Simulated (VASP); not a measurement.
# Mo (I4/mmm) in VASP: a series of runs

Mo is run at these levels: PBEsol; tasks: single point.

All numbers are computed with VASP 6.6.1; they aren't measurements. Logs are shortened: lines on timing, memory, paths and dates and some standing lists are left out, and cuts for length are marked.

## 1. The cell of the first run

The structure is tetragonal, space group I4/mmm (No. 139). Conventional cell: a = 3.142 Å, b = 3.142 Å, c = 3.221 Å, α = 90.00°, β = 90.00°, γ = 90.00°. Within 3.6 Å of Mo (site symmetry 4/mmm) lie 14 Mo at 2.74 to 3.22 Å.

## 2. Single point, PBEsol (strain +0.0250 x Voigt [0, 0, 1, 0, 0, 0])

Input file INCAR:

```
ALGO = Fast
EDIFF = 1E-7
ENCUT = 520
GGA = PS
ISIF = 2
ISMEAR = 0
LASPH = True
LCHARG = False
LREAL = False
LWAVE = False
NBANDS = 13
NELM = 100
PREC = Accurate
SIGMA = 0.15
```

Input file KPOINTS:

```
k-points
0
Gamma
  22 22 22
```

Input file POSCAR:

```
Mo
1.0
   -1.5710000000      1.5710000000      1.6102750000
    1.5710000000     -1.5710000000      1.6102750000
    1.5710000000      1.5710000000     -1.6102750000
Mo
1
Direct
    0.0000000000      0.0000000000      0.0000000000
```

Potentials or basis: VASP PAW PBE potentials, release 64 (Mo_sv).

Launch:

```bash
$ cat potpaw_PBE.64/Mo_sv/POTCAR > POTCAR
$ mpirun -np 1 vasp_std > vasp.out
```

OUTCAR:

```text
EDIFF = 1E-7
   ENCUT = 520
   GGA = PS
   ISIF = 2
   ISMEAR = 0
   LASPH = True
   LREAL = False
   NELM = 100
   PREC = Accurate

 ion  position               nearest neighbor table
   1  0.000  0.000  0.000-

  LATTYP: Found a body centered tetragonal cell.
 ALAT       =     3.1420000000
 C/A-ratio  =     1.0250000000

  Lattice vectors:

 A1 = (  -1.5710000000,   1.5710000000,   1.6102750000)
 A2 = (   1.5710000000,  -1.5710000000,   1.6102750000)
 A3 = (   1.5710000000,   1.5710000000,  -1.6102750000)

Analysis of symmetry for initial positions (statically):
=====================================================================
 Subroutine PRICEL returns:
 Original cell was already a primitive cell.

 Routine SETGRP: Setting up the symmetry group for a
 body centered tetragonal supercell.

 Subroutine GETGRP returns: Found 16 space group operations
 (whereof 16 operations were pure point group operations)
 out of a pool of 16 trial point group operations.

The static configuration has the point symmetry D_4h.

Analysis of symmetry for dynamics (positions and initial velocities):
=====================================================================
 Subroutine PRICEL returns:
 Original cell was already a primitive cell.

 Routine SETGRP: Setting up the symmetry group for a
 body centered tetragonal supercell.

 Subroutine GETGRP returns: Found 16 space group operations
 (whereof 16 operations were pure point group operations)
 out of a pool of 16 trial point group operations.

The dynamic configuration has the point symmetry D_4h.

 Subroutine INISYM returns: Found 16 space group operations
 (whereof 16 operations are pure point group operations),
 and found     1 'primitive' translations

----------------------------------------------------------------------------------------

                                     Primitive cell

  volume of cell :      15.8969

  direct lattice vectors                    reciprocal lattice vectors
    -1.571000000  1.571000000  1.610275000     0.000000000  0.318268619  0.310505969
     1.571000000 -1.571000000  1.610275000     0.318268619  0.000000000  0.310505969
     1.571000000  1.571000000 -1.610275000     0.318268619  0.318268619  0.000000000

  length of vectors
     2.743914644  2.743914644  2.743914644     0.444644657  0.444644657  0.450099797

  position of ions in fractional coordinates (direct lattice)
     0.000000000  0.000000000  0.000000000

  ion indices of the primitive-cell ions
   primitive index   ion index
[... 76 lines left out ...]
   NSW    =      0    number of steps for IOM
   IBRION =     -1    ionic relax: 0-MD 1-quasi-New 2-CG
   NFREE  =      0    steps in history (QN), initial steepest desc. (CG)
   ISIF   =      2    stress and relaxation
   ISYM   =      2    0-nonsym 1-usesym 2-fastsym
   POTIM  = 0.5000    time-step for ionic-motion
   TEBEG  =    0.0;   TEEND  =   0.0 temperature during run
   PSTRESS=    0.0 pullay stress
   NELECT =      14.0000    total number of electrons
   NUPDOWN=      -1.0000    fix difference up-down
   EMIN   =  10.00;   EMAX   =-10.00  energy-range for DOS
   EFERMI =   0.00;   METHOD = LEGACY
   ISMEAR =     0;   SIGMA  =   0.15  broadening in eV -4-tet -1-fermi 0-gaus
   EFERMI_NEDOS =   21; number of points for ismear=-14 and -15
   IALGO  =     68    algorithm
   IMIX   =      4    mixing-type and parameters
     AMIX     =   0.40;   BMIX     =  1.00
     AMIX_MAG =   1.60;   BMIX_MAG =  1.00
  volume/ion in A,a.u.               =      15.90       107.28
  Fermi-wavevector in a.u.,A,eV,Ry     =   1.569206  2.965370 33.503100  2.462408
  Thomas-Fermi vector in A             =   2.671123
   LORBIT       =      0    0 simple, 1 ext, 2 COOP (PROOUT), +10 PAW based schemes
   GGA     = PS    functional components
   LHFCALC =     F    Hartree Fock is set to
   AEXX    =    0.0000 exact exchange contribution
   IVDW    =     0    specifies the selected vdW correction
   LEPSILON=     F    determine dielectric tensor
   LRPA    =     F    only Hartree local field effects (RPA)
 non-spin polarized calculation
 RMM-DIIS sequential band-by-band and
 Gauss-broadening in eV      SIGMA  =   0.15
  energy-cutoff  :      520.00
  volume of cell :       15.90
 maximum number of plane-waves:       442
   NGX = 11   NGY = 11   NGZ = 11

 number of electron      14.0000003 magnetization

 Free energy of the ion-electron system (eV)
  ---------------------------------------------------
  ext. energy  EPLUGINS =         0.00000000
  ---------------------------------------------------
  free energy    TOTEN  =       -11.75941286 eV

  energy without entropy =      -11.75192704  energy(sigma->0) =      -11.75566995

 E-fermi :  12.1781     XC(G=0): -13.4337

 val. band max:       12.1705680406   @ k =  -0.3182  -0.4091   0.2727
 cond. band min:      12.1887496774   @ k =  -0.1364  -0.2273   0.0909
 fundamental gap:      0.0181816368
 Fermi energy:        12.1780748277

 k-point     1 :       0.0000    0.0000    0.0000
  band No.  band energies     occupation
      1     -48.9956      2.00000
      2     -22.3259      2.00000
      3     -22.3180      2.00000
      4     -22.3180      2.00000
      5       4.9673      2.00000
      6      10.7771      2.00000
      7      10.7771      2.00000
      8      11.0494      2.00000
      9      13.6316      0.00000
     10      13.9807      0.00000
     11      26.6779      0.00000
     12      27.1406      0.00000
     13      27.1406      0.00000
[... 354 lines left out ...]
  band No.  band energies     occupation
      1     -48.7579      2.00000
      2     -23.5988      2.00000
      3     -22.7248      2.00000
      4     -22.3377      2.00000
      5       7.0878      2.00000
      6       9.0520      2.00000
      7      12.7437      0.00000
      8      13.7604      0.00000
      9      14.5349      0.00000
     10      16.5544      0.00000
     11      24.0179      0.00000
     12      24.5044      0.00000
     13      29.9562      0.00000

 [... further k-points ...]
[... 5 lines left out ...]
  --------------------------------------------------------------------------------------
  -------------------------------------------------------------------------------------
  Total       -0.6484811     -0.6484811     -1.3502675      0.0000000      0.0000000     -0.0000000
  in kB      -65.3575054    -65.3575054   -136.0874247      0.0000000      0.0000000     -0.0000000
  external PRESSURE =     -88.9341452 kB  Pullay stress =       0.0000000 kB

 VOLUME and BASIS-vectors are now :
 -----------------------------------------------------------------------------
  energy-cutoff  :      520.00
  volume of cell :       15.90
      direct lattice vectors                 reciprocal lattice vectors
    -1.571000000  1.571000000  1.610275000     0.000000000  0.318268619  0.310505969
     1.571000000 -1.571000000  1.610275000     0.318268619  0.000000000  0.310505969
     1.571000000  1.571000000 -1.610275000     0.318268619  0.318268619  0.000000000

 POSITION                                       TOTAL-FORCE (eV/Angst)
 -----------------------------------------------------------------------------------
      0.00000      0.00000      0.00000         0.000000      0.000000      0.000000
 -----------------------------------------------------------------------------------
    total drift:                                0.000000      0.000000      0.000000

  FREE ENERGIE OF THE ION-ELECTRON SYSTEM (eV)
  ---------------------------------------------------
  free  energy   TOTEN  =       -11.7594128560 eV

  energy  without entropy=      -11.7519270423  energy(sigma->0) =      -11.75566995
```

OSZICAR:

```text
N       E                     dE             d eps       ncg     rms          rms(c)
DAV:   1     0.917288748846E+02    0.91729E+02   -0.80778E+03 21896   0.110E+03
DAV:   2    -0.113725978876E+02   -0.10310E+03   -0.99220E+02 25054   0.311E+02
DAV:   3    -0.125455715216E+02   -0.11730E+01   -0.11693E+01 24239   0.330E+01
DAV:   4    -0.125482197861E+02   -0.26483E-02   -0.26482E-02 24309   0.191E+00
DAV:   5    -0.125482369029E+02   -0.17117E-04   -0.17116E-04 24649   0.136E-01    0.153E+01
RMM:   6    -0.118578982215E+02    0.69034E+00   -0.80485E-01 21752   0.823E+00    0.421E+00
RMM:   7    -0.117643053319E+02    0.93593E-01   -0.21994E-01 22265   0.419E+00    0.121E+00
RMM:   8    -0.117597128092E+02    0.45925E-02   -0.11662E-02 24106   0.120E+00    0.152E-01
RMM:   9    -0.117594235289E+02    0.28928E-03   -0.11905E-03 24359   0.347E-01    0.439E-02
RMM:  10    -0.117594127571E+02    0.10772E-04   -0.20013E-04 24894   0.148E-01    0.278E-02
RMM:  11    -0.117594128021E+02   -0.45020E-07   -0.16207E-05 24798   0.489E-02    0.194E-03
RMM:  12    -0.117594127686E+02    0.33445E-07   -0.38391E-06 24842   0.203E-02    0.149E-03
RMM:  13    -0.117594129241E+02   -0.15547E-06   -0.49124E-07 20709   0.853E-03    0.676E-04
RMM:  14    -0.117594128560E+02    0.68147E-07   -0.16224E-07 15589   0.414E-03
   1 F= -.11759413E+02 E0= -.11755670E+02  d E =-.748581E-02
```

Wall time 82 s (1 thread of Intel Xeon Platinum 8488C (Sapphire Rapids), shared host); peak memory 0.26 GiB.

Results:

```yaml
Free_energy: -11.7594 eV
Pressure: -8.9 GPa
Band_gap_on_the_k_mesh: zero (band 7 reaches 16.06 eV, above the bottom of band 8 at 11.03 eV)
```

Stress tensor (GPa, compression positive):
```
 -6.54   0.00   0.00
  0.00  -6.54   0.00
  0.00   0.00 -13.61
```

Caveat: the cell differs from its parent crystal (strain +0.0250 x Voigt [0, 0, 1, 0, 0, 0]); the PAW data sets were made with another functional, which shifts forces and pressure a little.

## 3. Single point, PBEsol (strain +0.0500 x Voigt [0, 0, 1, 0, 0, 0])

Input file INCAR:

```
PREC = Accurate
ENCUT = 520
EDIFF = 1E-7
ISMEAR = 0
SIGMA = 0.15
LREAL = False
LASPH = True
NELM = 60
ALGO = Fast
ISIF = 2
LWAVE = False
LCHARG = False
GGA = PS
NBANDS = 13
```

Input file KPOINTS:

```
Automatic mesh
0
Gamma
  22 22 22
```

Input file POSCAR:

```
Mo
1.0
   -1.5710000000      1.5710000000      1.6495500000
    1.5710000000     -1.5710000000      1.6495500000
    1.5710000000      1.5710000000     -1.6495500000
Mo
1
Direct
    0.0000000000      0.0000000000      0.0000000000
```

Potentials or basis: VASP PAW PBE potentials, release 64 (Mo_sv).

Launch:

```bash
$ cat potpaw_PBE.64/Mo_sv/POTCAR > POTCAR
$ mpirun -np 1 vasp_std > vasp.out
```

It took 83 s on 1 thread of Intel Xeon Platinum 8488C (Sapphire Rapids), shared host; peak memory 0.28 GiB.

The run converged. Its results:

| Property | Result |
| --- | --- |
| Free energy | -11.7152 eV |
| Pressure | -14.2 GPa |
| Band gap on the k mesh | zero (band 7 reaches 15.49 eV, above the bottom of band 8 at 10.80 eV) |

Stress tensor (GPa, compression positive):
```
 -9.90   0.00   0.00
  0.00  -9.90   0.00
  0.00   0.00 -22.78
```

Levels at points of the mesh, in eV from the Fermi level:
```
           k point  band 4  band 5  band 6  band 7  band 8  band 9  band 10  band 11
(0.00, 0.00, 0.00)  -34.55   -7.13   -1.42   -1.42   -0.91    1.24     1.89    14.20
(0.50, 0.00, 0.00)  -34.55   -5.07   -3.01    1.23    1.36    2.24     4.45    10.88
(0.50, 0.50, 0.00)  -34.59   -5.13   -3.56    1.73    2.04    2.42     4.58    11.35
(0.50, 0.50, 0.50)  -35.36   -5.20   -5.08    3.69    3.86    3.86     7.90     9.15
```

Caveat: the cell differs from its parent crystal (strain +0.0500 x Voigt [0, 0, 1, 0, 0, 0]); the PAW data sets were made with another functional, which shifts forces and pressure a little.
